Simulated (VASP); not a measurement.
Input of a VASP 6.6.1 run:

Contents of INCAR:

```
  ALGO = Normal
  EDIFF = 1E-6
  ENCUT = 520
  GGA = PE
  ISIF = 2
  ISMEAR = 0
  LASPH = T
  LCHARG = F
  LREAL = F
  LWAVE = F
  NBANDS = 16
  NELM = 80
  PREC = Accurate
  SIGMA = 0.05
```

Contents of KPOINTS:

```
k-points
0
Gamma
  9 9 6
```

POSCAR

```
AlN
1.0
    3.1825040440      0.0000000000      0.0000000000
   -1.5912520220      2.7561293497      0.0000000000
    0.0000000000      0.0000000000      4.3578027875
Al N
2 2
Direct
    0.3333333333      0.6666666667      0.7500000000
    0.6666666667      0.3333333333      0.2500000000
    0.3333333333      0.6666666667      0.2500000000
    0.6666666667      0.3333333333      0.7500000000
```

Potentials or basis: VASP PAW PBE potentials, release 64 (Al, N).

Launch:

```sh
$ cat potpaw_PBE.64/Al/POTCAR potpaw_PBE.64/N/POTCAR > POTCAR
$ mpirun -np 1 vasp_std > vasp.out
```

Q: What does it give for the pressure?

A: 13.9 GPa.

Q: What does it give for the band gap on the k mesh?

A: 3.42 eV, direct.

Stress tensor (GPa, compression positive):
```
20.44  0.00  0.00
 0.00 20.44  0.00
 0.00  0.00  0.74
```
